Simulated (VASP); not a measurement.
# InSb (Fm-3m) in VASP: single point with PBE

Aim: the single point of InSb with PBE.

Program: VASP 6.6.1. These are calculated values, not measurements. Logs are shortened: lines on timing, memory, paths and dates and some standing lists are left out, and cuts for length are marked.

### 1 The cell of the first run

Symmetry: Fm-3m, No. 225, cubic system. The conventional cell has a = 6.150 Å, b = 6.150 Å, c = 6.150 Å, α = 90.00°, β = 90.00°, γ = 90.00°. In (site symmetry m-3m) has 6 Sb at 3.08 Å within 4.0 Å. Sb (site symmetry m-3m) has 6 In at 3.08 Å within 4.0 Å.

### 2 Single point, PBE

INCAR reads:

```
  PREC = Accurate
  ENCUT = 520
  EDIFF = 1E-7
  ISMEAR = 0
  SIGMA = 0.15
  LREAL = False
  LASPH = True
  NELM = 100
  ALGO = Normal
  ISIF = 2
  LWAVE = False
  LCHARG = False
  GGA = PE
  NBANDS = 16
```

KPOINTS reads:

```
regular mesh
0
Gamma
  14 14 14
```

POSCAR reads:

```
InSb
1.0
    0.0000000000      3.0751837979      3.0751837979
    3.0751837979      0.0000000000      3.0751837979
    3.0751837979      3.0751837979      0.0000000000
In Sb
1 1
Direct
    0.0000000000      0.0000000000      0.0000000000
    0.5000000000      0.5000000000      0.5000000000
```

Potentials or basis: VASP PAW PBE potentials, release 64 (In_d, Sb).

Run with:

```bash
$ cat potpaw_PBE.64/In_d/POTCAR potpaw_PBE.64/Sb/POTCAR > POTCAR
$ mpirun -np 1 vasp_std > vasp.out
```

OUTCAR:

```text
PREC = Accurate
   ENCUT = 520
   EDIFF = 1E-7
   ISMEAR = 0
   LREAL = False
   LASPH = True
   NELM = 100
   ISIF = 2
   GGA = PE

 ion  position               nearest neighbor table
   1  0.000  0.000  0.000-   2 3.08   2 3.08   2 3.08   2 3.08   2 3.08   2 3.08
   2  0.500  0.500  0.500-   1 3.08   1 3.08   1 3.08   1 3.08   1 3.08   1 3.08

  LATTYP: Found a face centered cubic cell.
 ALAT       =     6.1503675958

  Lattice vectors:

 A1 = (   0.0000000000,   3.0751837979,   3.0751837979)
 A2 = (   3.0751837979,   0.0000000000,   3.0751837979)
 A3 = (   3.0751837979,   3.0751837979,   0.0000000000)

Analysis of symmetry for initial positions (statically):
=====================================================================
 Subroutine PRICEL returns:
 Original cell was already a primitive cell.

 Routine SETGRP: Setting up the symmetry group for a
 face centered cubic supercell.

 Subroutine GETGRP returns: Found 48 space group operations
 (whereof 48 operations were pure point group operations)
 out of a pool of 48 trial point group operations.

The static configuration has the point symmetry O_h .

Analysis of symmetry for dynamics (positions and initial velocities):
=====================================================================
 Subroutine PRICEL returns:
 Original cell was already a primitive cell.

 Routine SETGRP: Setting up the symmetry group for a
 face centered cubic supercell.

 Subroutine GETGRP returns: Found 48 space group operations
 (whereof 48 operations were pure point group operations)
 out of a pool of 48 trial point group operations.

The dynamic configuration has the point symmetry O_h .

 Subroutine INISYM returns: Found 48 space group operations
 (whereof 48 operations are pure point group operations),
 and found     1 'primitive' translations

----------------------------------------------------------------------------------------

                                     Primitive cell

  volume of cell :      58.1625

  direct lattice vectors                    reciprocal lattice vectors
     0.000000000  3.075183798  3.075183798    -0.162591908  0.162591908  0.162591908
     3.075183798  0.000000000  3.075183798     0.162591908 -0.162591908  0.162591908
     3.075183798  3.075183798  0.000000000     0.162591908  0.162591908 -0.162591908

  length of vectors
     4.348966634  4.348966634  4.348966634     0.281617445  0.281617445  0.281617445

  position of ions in fractional coordinates (direct lattice)
     0.000000000  0.000000000  0.000000000
     0.500000000  0.500000000  0.500000000

  ion indices of the primitive-cell ions
   primitive index   ion index
                 1           1
                 2           2

----------------------------------------------------------------------------------------

 KPOINTS: regular mesh

Automatic generation of k-mesh.
 Grid dimensions read from file:
 generate k-points for:   14   14   14

 Generating k-lattice:

  Cartesian coordinates                     Fractional coordinates (reciprocal lattice)
    -0.011613708  0.011613708  0.011613708     0.071428571  0.000000000  0.000000000
     0.011613708 -0.011613708  0.011613708     0.000000000  0.071428571  0.000000000
     0.011613708  0.011613708 -0.011613708     0.000000000  0.000000000  0.071428571

  Length of vectors
     0.020115532  0.020115532  0.020115532

  Shift w.r.t. Gamma in fractional coordinates (k-lattice)
     0.000000000  0.000000000  0.000000000

 Subroutine IBZKPT returns following result:
 ===========================================

 Found    104 irreducible k-points:

 Following reciprocal coordinates:
            Coordinates               Weight
  0.000000  0.000000  0.000000      1.000000
  0.071429  0.000000  0.000000      8.000000
  0.142857  0.000000  0.000000      8.000000
  0.214286  0.000000  0.000000      8.000000
  0.285714  0.000000  0.000000      8.000000
  0.357143  0.000000  0.000000      8.000000
[... 16 lines left out ...]
  0.214286  0.142857  0.000000     24.000000
  0.285714  0.142857  0.000000     24.000000
 [... further k-points ...]
   k-points           NKPTS =    104   k-points in BZ     NKDIM =    104   number of bands    NBANDS=     16
   number of dos      NEDOS =    301   number of ions     NIONS =      2
   total plane-waves  NPLWV =  32768
   dimension x,y,z NGX =    32 NGY =   32 NGZ =   32
   dimension x,y,z NGXF=    64 NGYF=   64 NGZF=   64
   ions per type =               1   1
   NGX,Y,Z   is equivalent  to a cutoff of  12.23, 12.23, 12.23 a.u.
   NGXF,Y,Z  is equivalent  to a cutoff of  24.46, 24.46, 24.46 a.u.
 SYSTEM =  unknown system
   PREC   = accura    normal or accurate (medium, high low for compatibility)
   ISTART =      0    job   : 0-new  1-cont  2-samecut
   ICHARG =      2    charge: 1-file 2-atom 10-const
   ISPIN  =      1    spin polarized calculation?
   LNONCOLLINEAR =      F non collinear calculations
   LSORBIT =      F    spin-orbit coupling
   LASPH  =      T    aspherical Exc in radial PAW
   ENCUT  =  520.0 eV  38.22 Ry    6.18 a.u.   8.09  8.09  8.09*2*pi/ulx,y,z
   NELM   =    100;   NELMIN=  2; NELMDL= -5     # of ELM steps
   EDIFF  = 0.1E-06   stopping-criterion for ELM
   LREAL  =      F    real-space projection
   EDIFFG = 0.1E-05   stopping-criterion for IOM
   NSW    =      0    number of steps for IOM
   IBRION =     -1    ionic relax: 0-MD 1-quasi-New 2-CG
   NFREE  =      0    steps in history (QN), initial steepest desc. (CG)
   ISIF   =      2    stress and relaxation
   ISYM   =      2    0-nonsym 1-usesym 2-fastsym
   POTIM  = 0.5000    time-step for ionic-motion
   TEBEG  =    0.0;   TEEND  =   0.0 temperature during run
   PSTRESS=    0.0 pullay stress
   NELECT =      18.0000    total number of electrons
   NUPDOWN=      -1.0000    fix difference up-down
   EMIN   =  10.00;   EMAX   =-10.00  energy-range for DOS
   EFERMI =   0.00;   METHOD = LEGACY
   ISMEAR =     0;   SIGMA  =   0.15  broadening in eV -4-tet -1-fermi 0-gaus
   EFERMI_NEDOS =   21; number of points for ismear=-14 and -15
   IALGO  =     38    algorithm
   IMIX   =      4    mixing-type and parameters
     AMIX     =   0.40;   BMIX     =  1.00
     AMIX_MAG =   1.60;   BMIX_MAG =  1.00
  volume/ion in A,a.u.               =      29.08       196.25
  Fermi-wavevector in a.u.,A,eV,Ry     =   1.107349  2.092587 16.683766  1.226222
  Thomas-Fermi vector in A             =   2.243862
   LORBIT       =      0    0 simple, 1 ext, 2 COOP (PROOUT), +10 PAW based schemes
   GGA     = PE    functional components
   LHFCALC =     F    Hartree Fock is set to
   AEXX    =    0.0000 exact exchange contribution
   IVDW    =     0    specifies the selected vdW correction
   LEPSILON=     F    determine dielectric tensor
   LRPA    =     F    only Hartree local field effects (RPA)
 non-spin polarized calculation
 Gauss-broadening in eV      SIGMA  =   0.15
  energy-cutoff  :      520.00
  volume of cell :       58.16
 maximum number of plane-waves:      1588
   NGX = 17   NGY = 17   NGZ = 17

 number of electron      18.0000005 magnetization

 Free energy of the ion-electron system (eV)
  ---------------------------------------------------
  ext. energy  EPLUGINS =         0.00000000
  ---------------------------------------------------
  free energy    TOTEN  =        -6.66542574 eV

  energy without entropy =       -6.64715260  energy(sigma->0) =       -6.65628917

 E-fermi :   6.5582     XC(G=0):  -9.7015

 val. band max:        6.5454448171   @ k =   0.1429   0.0000   0.0000
 cond. band min:       6.5583675394   @ k =   0.4286   0.1429   0.0714
 fundamental gap:      0.0129227223
 Fermi energy:         6.5581940130

 k-point     1 :       0.0000    0.0000    0.0000
  band No.  band energies     occupation
      1      -7.8407      2.00000
      2      -7.8407      2.00000
      3      -7.8121      2.00000
      4      -7.8121      2.00000
      5      -7.8121      2.00000
      6      -4.3232      2.00000
[... 8 lines left out ...]
     15      12.7208      0.00000
     16      12.7208      0.00000

 k-point     2 :       0.0714    0.0000    0.0000
  band No.  band energies     occupation
      1      -7.8419      2.00000
      2      -7.8419      2.00000
      3      -7.8122      2.00000
      4      -7.8111      2.00000
      5      -7.8111      2.00000
      6      -4.2696      2.00000
[... 8 lines left out ...]
     15      12.8716      0.00000
     16      12.8716      0.00000

 k-point     3 :       0.1429    0.0000    0.0000
  band No.  band energies     occupation
      1      -7.8457      2.00000
      2      -7.8457      2.00000
      3      -7.8122      2.00000
      4      -7.8078      2.00000
      5      -7.8078      2.00000
      6      -4.1102      2.00000
[... 8 lines left out ...]
     15      13.2023      0.00000
     16      13.2023      0.00000

 k-point     4 :       0.2143    0.0000    0.0000
  band No.  band energies     occupation
      1      -7.8516      2.00000
      2      -7.8516      2.00000
      3      -7.8123      2.00000
      4      -7.8026      2.00000
      5      -7.8026      2.00000
      6      -3.8508      2.00000
[... 8 lines left out ...]
     15      13.7228      0.00000
     16      13.7228      0.00000
[... 324 lines left out ...]
 k-point    22 :       0.1429    0.1429    0.0000
  band No.  band energies     occupation
      1      -7.8579      2.00000
      2      -7.8374      2.00000
      3      -7.8157      2.00000
      4      -7.8050      2.00000
      5      -7.8050      2.00000
      6      -4.0357      2.00000
[... 8 lines left out ...]
     15      14.1113      0.00000
     16      14.1113      0.00000

 k-point    23 :       0.2143    0.1429    0.0000
  band No.  band energies     occupation
      1      -7.8672      2.00000
      2      -7.8377      2.00000
      3      -7.8167      2.00000
      4      -7.8014      2.00000
      5      -7.8004      2.00000
      6      -3.8409      2.00000
[... 8 lines left out ...]
     15      14.5197      0.00000
     16      14.6058      0.00000

 k-point    24 :       0.2857    0.1429    0.0000
  band No.  band energies     occupation
      1      -7.8763      2.00000
      2      -7.8417      2.00000
      3      -7.8163      2.00000
      4      -7.7977      2.00000
      5      -7.7944      2.00000
      6      -3.5511      2.00000
[... 8 lines left out ...]
     15      15.0078      0.00000
     16      15.2283      0.00000

 [... further k-points ...]

------------------------ aborting loop because EDIFF is reached ----------------------------------------

  FORCE on cell =-STRESS in cart. coord.  units (eV):
  Direction    XX          YY          ZZ          XY          YZ          ZX
  --------------------------------------------------------------------------------------
  -------------------------------------------------------------------------------------
  Total       -0.0187449     -0.0187449     -0.0187449     -0.0000000      0.0000000     -0.0000000
  in kB       -0.5163580     -0.5163580     -0.5163580     -0.0000000      0.0000000     -0.0000000
  external PRESSURE =      -0.5163580 kB  Pullay stress =       0.0000000 kB

 VOLUME and BASIS-vectors are now :
 -----------------------------------------------------------------------------
  energy-cutoff  :      520.00
  volume of cell :       58.16
      direct lattice vectors                 reciprocal lattice vectors
     0.000000000  3.075183798  3.075183798    -0.162591908  0.162591908  0.162591908
     3.075183798  0.000000000  3.075183798     0.162591908 -0.162591908  0.162591908
     3.075183798  3.075183798  0.000000000     0.162591908  0.162591908 -0.162591908

 POSITION                                       TOTAL-FORCE (eV/Angst)
 -----------------------------------------------------------------------------------
      0.00000      0.00000      0.00000         0.000000      0.000000      0.000000
      3.07518      3.07518      3.07518         0.000000     -0.000000     -0.000000
 -----------------------------------------------------------------------------------
    total drift:                                0.000000     -0.000000     -0.000000

  FREE ENERGIE OF THE ION-ELECTRON SYSTEM (eV)
  ---------------------------------------------------
  free  energy   TOTEN  =        -6.6654257371 eV

  energy  without entropy=       -6.6471525953  energy(sigma->0) =       -6.65628917
```

Wall time 64 s (1 thread of Intel Xeon Platinum 8488C (Sapphire Rapids), shared host); peak memory 0.24 GiB.

Results:

```
Free energy            : -6.6654 eV
Pressure               : -0.1 GPa
Band gap on the k mesh : zero (band 9 reaches 7.13 eV, above the bottom of band 10 at 4.48 eV)
```

Caveat: spin-orbit coupling is left out, which moves the levels of the heavy elements.
